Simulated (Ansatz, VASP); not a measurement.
**RbCl: VASP beside Ansatz**

The input INCAR:

```
SYSTEM = RbCl
PREC = Accurate
ENCUT = 500
EDIFF = 1E-6
ISMEAR = 0
SIGMA = 0.01
LREAL = .False.
LASPH = .True.
NELM = 120
ALGO = Normal
ISIF = 2
LWAVE = .False.
LCHARG = .False.
GGA = PE
NBANDS = 15
GGA_COMPAT = .False.
```

The input KPOINTS:

```
Automatic mesh
0
Gamma
  5 5 5
  0 0 0
```

The input POSCAR:

```
RbCl
1.0
    0.0000000000      3.4000451379      3.4000451379
    3.4000451379      0.0000000000      3.4000451379
    3.4000451379      3.4000451379      0.0000000000
Rb Cl
1 1
Direct
    0.0000000000      0.0000000000      0.0000000000
    0.5000000000      0.5000000000      0.5000000000
```

Input for Ansatz:

```yaml
crystal:
  lattice:
    - [0.0, 3.400045137892103, 3.400045137892103]
    - [3.400045137892103, 0.0, 3.400045137892103]
    - [3.400045137892103, 3.400045137892103, 0.0]
  atoms:
    - { symbol: Rb, position: [0.0, 0.0, 0.0] }
    - { symbol: Cl, position: [0.5, 0.5, 0.5] }
basis:
  ecutwfc: 510.0
kpoints:
  mp_grid:
    grid: [5, 5, 5]
hamiltonian:
  xc: pbe
scf:
  occupations:
    method: fixed
output:
  stress: true
```

Alike in both runs: task single point; functional PBE; k mesh 5 × 5 × 5; no spin polarisation.

|  | VASP | Ansatz |
| --- | --- | --- |
| version | VASP 6.6.1 | Ansatz 0.2.0 |
| potentials or method | VASP PAW PBE potentials, release 64 (Rb_sv, Cl), cutoff 500 eV | plane waves, PAW |
| occupations | gaussian, width 0.01 eV | fixed |
| valence electrons in the cell | 16 | 16 |

```tsv
	VASP	Ansatz	Ansatz less VASP
pressure (GPa)	-0.6	-0.6	+0.01
```
